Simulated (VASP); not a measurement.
# In (I4/mmm) in VASP: notebook

Runs on In. Level: PBE. Tasks: single point.

Everything below comes from runs of VASP 6.6.1. Logs are shortened: lines on timing, memory, paths and dates and some standing lists are left out, and cuts for length are marked.

### Step 1. The cell of the first run

Symmetry: I4/mmm, No. 139, tetragonal system. The conventional cell has a = 3.249 Å, b = 3.249 Å, c = 4.585 Å, α = 90.00°, β = 90.00°, γ = 90.00°. Within 4.3 Å of In (site symmetry 4/mmm) lie 12 In at 3.25 Å.

### Step 2. Single point, PBE (24.19 Å³/atom)

Input file INCAR:

```
PREC = Accurate
ENCUT = 520
EDIFF = 1E-6
ISMEAR = 0
SIGMA = 0.15
LREAL = False
LASPH = True
NELM = 100
ALGO = Fast
ISIF = 2
LWAVE = False
LCHARG = False
GGA = PE
NBANDS = 12
```

Input file KPOINTS:

```
Automatic mesh
0
Gamma
  20 20 20
```

Input file POSCAR:

```
In
1.0
   -1.6243847313      1.6243847313      2.2922917311
    1.6243847313     -1.6243847313      2.2922917311
    1.6243847313      1.6243847313     -2.2922917311
In
1
Direct
    0.0000000000      0.0000000000      0.0000000000
```

Potentials or basis: VASP PAW PBE potentials, release 64 (In_d).

Run with:

```
cat potpaw_PBE.64/In_d/POTCAR > POTCAR
mpirun -np 1 vasp_std > vasp.out
```

OUTCAR:

```text
PREC = Accurate
   ENCUT = 520
   EDIFF = 1E-6
   ISMEAR = 0
   LREAL = False
   LASPH = True
   NELM = 100
   ISIF = 2
   GGA = PE

 ion  position               nearest neighbor table
   1  0.000  0.000  0.000-

  LATTYP: Found a body centered tetragonal cell.
 ALAT       =     3.2487694626
 C/A-ratio  =     1.4111753742

  Lattice vectors:

 A1 = (  -1.6243847313,   1.6243847313,   2.2922917311)
 A2 = (   1.6243847313,  -1.6243847313,   2.2922917311)
 A3 = (   1.6243847313,   1.6243847313,  -2.2922917311)

Analysis of symmetry for initial positions (statically):
=====================================================================
 Subroutine PRICEL returns:
 Original cell was already a primitive cell.

 Routine SETGRP: Setting up the symmetry group for a
 body centered tetragonal supercell.

 Subroutine GETGRP returns: Found 16 space group operations
 (whereof 16 operations were pure point group operations)
 out of a pool of 16 trial point group operations.

The static configuration has the point symmetry D_4h.

Analysis of symmetry for dynamics (positions and initial velocities):
=====================================================================
 Subroutine PRICEL returns:
 Original cell was already a primitive cell.

 Routine SETGRP: Setting up the symmetry group for a
 body centered tetragonal supercell.

 Subroutine GETGRP returns: Found 16 space group operations
 (whereof 16 operations were pure point group operations)
 out of a pool of 16 trial point group operations.

The dynamic configuration has the point symmetry D_4h.

 Subroutine INISYM returns: Found 16 space group operations
 (whereof 16 operations are pure point group operations),
 and found     1 'primitive' translations

----------------------------------------------------------------------------------------

                                     Primitive cell

  volume of cell :      24.1940

  direct lattice vectors                    reciprocal lattice vectors
    -1.624384731  1.624384731  2.292291731     0.000000000  0.307808852  0.218122324
     1.624384731 -1.624384731  2.292291731     0.307808852  0.000000000  0.218122324
     1.624384731  1.624384731 -2.292291731     0.307808852  0.307808852  0.000000000

  length of vectors
     3.245281635  3.245281635  3.245281635     0.377258052  0.377258052  0.435307454

  position of ions in fractional coordinates (direct lattice)
     0.000000000  0.000000000  0.000000000

  ion indices of the primitive-cell ions
[... 82 lines left out ...]
   POTIM  = 0.5000    time-step for ionic-motion
   TEBEG  =    0.0;   TEEND  =   0.0 temperature during run
   PSTRESS=    0.0 pullay stress
   NELECT =      13.0000    total number of electrons
   NUPDOWN=      -1.0000    fix difference up-down
   EMIN   =  10.00;   EMAX   =-10.00  energy-range for DOS
   EFERMI =   0.00;   METHOD = LEGACY
   ISMEAR =     0;   SIGMA  =   0.15  broadening in eV -4-tet -1-fermi 0-gaus
   EFERMI_NEDOS =   21; number of points for ismear=-14 and -15
   IALGO  =     68    algorithm
   IMIX   =      4    mixing-type and parameters
     AMIX     =   0.40;   BMIX     =  1.00
     AMIX_MAG =   1.60;   BMIX_MAG =  1.00
  volume/ion in A,a.u.               =      24.19       163.27
  Fermi-wavevector in a.u.,A,eV,Ry     =   1.330924  2.515082 24.100813  1.771360
  Thomas-Fermi vector in A             =   2.459974
   LORBIT       =      0    0 simple, 1 ext, 2 COOP (PROOUT), +10 PAW based schemes
   GGA     = PE    functional components
   LHFCALC =     F    Hartree Fock is set to
   AEXX    =    0.0000 exact exchange contribution
   IVDW    =     0    specifies the selected vdW correction
   LEPSILON=     F    determine dielectric tensor
   LRPA    =     F    only Hartree local field effects (RPA)
 non-spin polarized calculation
 RMM-DIIS sequential band-by-band and
 Gauss-broadening in eV      SIGMA  =   0.15
  energy-cutoff  :      520.00
  volume of cell :       24.19
 maximum number of plane-waves:       666
   NGX = 13   NGY = 13   NGZ = 13

 number of electron      13.0000000 magnetization

 Free energy of the ion-electron system (eV)
  ---------------------------------------------------
  ext. energy  EPLUGINS =         0.00000000
  ---------------------------------------------------
  free energy    TOTEN  =        -2.50542697 eV

  energy without entropy =       -2.50108885  energy(sigma->0) =       -2.50325791

 E-fermi :   8.4921     XC(G=0): -10.6307

 val. band max:        8.4827935287   @ k =   0.5000   0.1500   0.1000
 cond. band min:       8.4928305935   @ k =  -0.3500   0.4000   0.2000
 fundamental gap:      0.0100370648
 Fermi energy:         8.4920670596

 k-point     1 :       0.0000    0.0000    0.0000
  band No.  band energies     occupation
      1      -6.2818      2.00000
      2      -6.2818      2.00000
      3      -6.2783      2.00000
      4      -6.0706      2.00000
      5      -6.0670      2.00000
      6      -1.6575      2.00000
      7      19.7363      0.00000
      8      19.7422      0.00000
      9      19.7422      0.00000
     10      20.1168      0.00000
     11      23.1136      0.00000
     12      23.1152      0.00000
[... 331 lines left out ...]
 k-point    24 :      -0.3500    0.0500   -0.0000
  band No.  band energies     occupation
      1      -6.3448      2.00000
      2      -6.2487      2.00000
      3      -6.2334      2.00000
      4      -5.9839      2.00000
      5      -5.9368      2.00000
      6       1.0582      2.00000
      7       9.1099      0.00000
      8      17.1151      0.00000
      9      17.8437      0.00000
     10      19.4543      0.00000
     11      22.1471      0.00000
     12      23.0442      0.00000

 [... further k-points ...]

------------------------ aborting loop because EDIFF is reached ----------------------------------------

  FORCE on cell =-STRESS in cart. coord.  units (eV):
  Direction    XX          YY          ZZ          XY          YZ          ZX
  --------------------------------------------------------------------------------------
  -------------------------------------------------------------------------------------
  Total        0.9263314      0.9263314      0.9339533      0.0000000     -0.0000000      0.0000000
  in kB       61.3436067     61.3436067     61.8483435      0.0000000     -0.0000000      0.0000000
  external PRESSURE =      61.5118523 kB  Pullay stress =       0.0000000 kB

 VOLUME and BASIS-vectors are now :
 -----------------------------------------------------------------------------
  energy-cutoff  :      520.00
  volume of cell :       24.19
      direct lattice vectors                 reciprocal lattice vectors
    -1.624384731  1.624384731  2.292291731     0.000000000  0.307808852  0.218122324
     1.624384731 -1.624384731  2.292291731     0.307808852  0.000000000  0.218122324
     1.624384731  1.624384731 -2.292291731     0.307808852  0.307808852  0.000000000

 POSITION                                       TOTAL-FORCE (eV/Angst)
 -----------------------------------------------------------------------------------
      0.00000      0.00000      0.00000        -0.000000      0.000000      0.000000
 -----------------------------------------------------------------------------------
    total drift:                                0.000000      0.000000     -0.000000

  FREE ENERGIE OF THE ION-ELECTRON SYSTEM (eV)
  ---------------------------------------------------
  free  energy   TOTEN  =        -2.5054269655 eV

  energy  without entropy=       -2.5010888542  energy(sigma->0) =       -2.50325791
```

It took 54 s on 1 thread of Intel Xeon 6975P-C (Granite Rapids), shared host; peak memory 0.28 GiB.

What came out:

| Quantity | Value |
| --- | --- |
| Free energy | -2.5054 eV |
| Pressure | 6.2 GPa |
| Band gap on the k mesh | zero (an odd number of electrons rules out a gap without spin polarisation) |

Caveat: the cell stands under pressure; spin-orbit coupling is left out, which moves the levels of the heavy elements.

### Step 3. Single point, PBE (24.19 Å³/atom)

Input file INCAR:

```
SYSTEM = In
ALGO = Fast
EDIFF = 1E-7
ENCUT = 520
GGA = PE
ISIF = 2
ISMEAR = 0
LASPH = .True.
LCHARG = .True.
LELF = .True.
LREAL = .False.
LVHAR = .True.
LWAVE = .False.
NBANDS = 12
NELM = 80
PREC = Accurate
SIGMA = 0.15
```

Input file KPOINTS:

```
k-points
0
Gamma
  20 20 20
  0 0 0
```

Input file POSCAR:

```
In
1.0
   -1.5920560072      1.5920560072      2.3863327492
    1.5920560072     -1.5920560072      2.3863327492
    1.5920560072      1.5920560072     -2.3863327492
In
1
Direct
    0.0000000000      0.0000000000      0.0000000000
```

Potentials or basis: VASP PAW PBE potentials, release 64 (In_d).

Run with:

```
cat potpaw_PBE.64/In_d/POTCAR > POTCAR
mpirun -np 1 vasp_std > vasp.out
```

Wall time 62 s (1 thread of Intel Xeon 6975P-C (Granite Rapids), shared host); peak memory 0.28 GiB.

The run converged. Its results:

```
Free energy            : -2.5041 eV
Pressure               : 6.3 GPa
Band gap on the k mesh : zero (an odd number of electrons rules out a gap without spin polarisation)
```

Stress tensor (GPa, compression positive):
```
6.36 0.00 0.00
0.00 6.36 0.00
0.00 0.00 6.18
```

Levels at points of the mesh, in eV from the Fermi level:
```tsv
k point	band 3	band 4	band 5	band 6	band 7	band 8	band 9	band 10
(0.00, 0.00, 0.00)	-14.73	-14.60	-14.50	-10.14	11.23	11.23	11.39	11.68
(0.50, 0.00, 0.00)	-14.71	-14.38	-14.34	-4.38	-3.76	8.19	9.57	11.17
(0.50, 0.50, 0.00)	-14.38	-14.35	-14.27	-2.29	-1.58	3.75	4.09	7.49
(0.50, 0.50, 0.50)	-14.37	-14.32	-14.32	-2.91	-2.68	4.76	4.76	8.37
```

Caveat: the cell stands under pressure; spin-orbit coupling is left out, which moves the levels of the heavy elements.

### Step 4. Single point, PBE (25.84 Å³/atom)

This run uses another cell than the first one, of 25.84 Å³/atom.

Input file INCAR:

```
PREC = Accurate
ENCUT = 520
EDIFF = 1E-7
ISMEAR = 0
SIGMA = 0.15
LREAL = False
LASPH = True
NELM = 60
ALGO = Fast
ISIF = 2
LWAVE = False
LCHARG = True
GGA = PE
LELF = True
LVHAR = True
NBANDS = 12
```

Input file KPOINTS:

```
Automatic mesh
0
Gamma
  20 20 20
```

Input file POSCAR:

```
In
1.0
   -1.6605026918      1.6605026918      2.3432605075
    1.6605026918     -1.6605026918      2.3432605075
    1.6605026918      1.6605026918     -2.3432605075
In
1
Direct
    0.0000000000      0.0000000000      0.0000000000
```

Run with:

```
cat potpaw_PBE.64/In_d/POTCAR > POTCAR
mpirun -np 1 vasp_std > vasp.out
```

Wall time 2.3 min (1 thread of Intel Xeon 6975P-C (Granite Rapids), shared host); peak memory 0.31 GiB.

The run converged. Its results:

| Property | Result |
| --- | --- |
| Free energy | -2.5499 eV |
| Pressure | 2.5 GPa |
| Band gap on the k mesh | zero (an odd number of electrons rules out a gap without spin polarisation) |

Levels at points of the mesh, in eV from the Fermi level:
```
           k point  band 3  band 4  band 5  band 6  band 7  band 8  band 9  band 10
(0.00, 0.00, 0.00)  -14.67  -14.50  -14.50   -9.66   10.66   10.66   10.66    11.52
(0.50, 0.00, 0.00)  -14.66  -14.34  -14.34   -4.35   -3.46    8.46    8.50    10.84
(0.50, 0.50, 0.00)  -14.35  -14.30  -14.30   -2.29   -2.10    4.04    4.05     7.43
(0.50, 0.50, 0.50)  -14.35  -14.30  -14.30   -2.27   -2.06    4.02    4.02     7.40
```

Caveat: spin-orbit coupling is left out, which moves the levels of the heavy elements.

### Step 5. Overview

| cell | further INCAR settings | gap on the mesh (eV) | pressure (GPa) |
| --- | --- | --- | --- |
| a = 3.245 Å, angles 119.9, 119.9, 90.1°, 1 atom | ALGO = Fast; EDIFF = 1e-06; NBANDS = 12 | none | 6.2 |
| a = 3.281 Å, angles 121.9, 121.9, 86.7°, 1 atom | ALGO = Fast; EDIFF = 1e-07; NBANDS = 12 | none | 6.3 |
| a = 3.317 Å, angles 119.9, 119.9, 90.1°, 1 atom | ALGO = Fast; EDIFF = 1e-07; NBANDS = 12 | none | 2.5 |

Alike in all rows: task single point; level PBE; potentials or basis VASP PAW PBE potentials, release 64 (In_d); no spin polarisation; k mesh 20 × 20 × 20; cutoff (eV) 520; smearing gaussian 0.15 eV.

Caveats: spin-orbit coupling is left out, which moves the levels of the heavy elements; the cell stands under pressure (at least some runs).

Total energies depend on the potentials used, so only differences within one code and one set of settings carry meaning.
